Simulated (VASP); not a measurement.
Here is a VASP 6.6.1 calculation.

Contents of INCAR:

```
  PREC = Accurate
  ENCUT = 520
  EDIFF = 1E-7
  ISMEAR = 0
  SIGMA = 0.1
  LREAL = False
  LASPH = True
  NELM = 60
  ALGO = Normal
  ISIF = 2
  LWAVE = False
  LCHARG = True
  GGA = PE
  LELF = True
  LVHAR = True
  NBANDS = 18
```

The input KPOINTS:

```
Automatic mesh
0
Gamma
  10 10 8
```

File POSCAR:

```
LiGeH3
1.0
    3.5204057376      0.0000000000      0.0000000000
    0.0000000000      3.5204057376      0.0000000000
    0.0000000000      0.0000000000      5.5981953223
Li Ge H
1 1 3
Direct
    0.0000000000      0.0000000000      0.5000000000
    0.5000000000      0.5000000000      0.5000000000
    0.0000000000      0.0000000000      0.1727906504
    0.0000000000      0.0000000000      0.8272093496
    0.0000000000      0.0000000000      0.0000000000
```

Potentials or basis: VASP PAW PBE potentials, release 64 (Li_sv, Ge_d, H).

Launch:

```sh
$ cat potpaw_PBE.64/Li_sv/POTCAR potpaw_PBE.64/Ge_d/POTCAR potpaw_PBE.64/H/POTCAR > POTCAR
$ mpirun -np 1 vasp_std > vasp.out
```

(1) What does it give for the band gap on the k mesh?

Answers

(1) zero (bands 10 and 11 overlap by 2.87 eV).
